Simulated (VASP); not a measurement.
CaO, 2 atoms in the cell. Symmetry: Fm-3m, No. 225, cubic system. Conventional cell: a = 4.795 Å, b = 4.795 Å, c = 4.795 Å, α = 90.00°, β = 90.00°, γ = 90.00°. Within 3.2 Å of Ca (site symmetry m-3m) lie 6 O at 2.40 Å. Within 3.2 Å of O (site symmetry m-3m) lie 6 Ca at 2.40 Å. 

| Property | Result |
| --- | --- |
| Program | VASP 6.6.1 |
| Task | single point |
| Functional | r2SCAN |
| Potentials or basis | VASP PAW PBE potentials, release 64 (Ca_sv, O_h) |
| Cutoff | 910 eV |
| k mesh | 8 × 8 × 8 |
| Occupations | gaussian, width 0.02 eV |
| Spin | no spin polarisation |
| Dipole correction | no |
| Second run | hard_potentials |
| Further INCAR settings | ALGO = Normal; EDIFF = 1e-06; NBANDS = 15 |

Potentials or basis: VASP PAW PBE potentials, release 64 (Ca_sv, O_h).

The run is started by

```bash
$ cat potpaw_PBE.64/Ca_sv/POTCAR potpaw_PBE.64/O_h/POTCAR > POTCAR
$ cp INCAR.step1 INCAR
$ mpirun -np 1 vasp_std > vasp.out
$ cp INCAR.step2 INCAR
$ mpirun -np 1 vasp_std > vasp.out
```

Hardware: 1 thread of Intel(R) Xeon(R) 6975P-C (Granite Rapids), with other jobs on the host.

Problem. How long does it take, and how much memory?

Solution. It took 51 s on 1 thread of Intel(R) Xeon(R) 6975P-C (Granite Rapids), on a shared host, peak memory 0.23 GiB. Counts: k points 29.
